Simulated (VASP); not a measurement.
Runs of VASP 6.6.1 on MgRh. The structure is that of space group Pm-3m (No. 221), or close to it. The cells are those of the table. 

```csv
cell,gap on the mesh (eV),pressure (GPa)
"a = 3.160 Å, 2 atoms",none,(a)
"a = 3.036 Å, 2 atoms",none,1.4
"a = 3.078 Å, 2 atoms",none,-4.3
"a = 3.120 Å, 2 atoms",none,-8.7
"a = 3.099 Å, 2 atoms",none,(b)
"a = 3.140 Å, 2 atoms",none,-10.6
"a = 3.057 Å, 2 atoms",none,-1.6
```

Alike in all rows: task single point; level LDA; potentials or basis VASP PAW LDA potentials, release 64 (Mg, Rh_pv); no spin polarisation; k mesh 7 × 7 × 7; cutoff (eV) 520; smearing methfessel-paxton 0.1 eV.

Question: Estimate the missing entries.

Answer: (a) -12.2; (b) -6.6.

A k mesh can miss the band edges, and the runs leave out spin-orbit coupling on Rh.

A gap of «none» marks levels without a gap at the run's occupations.
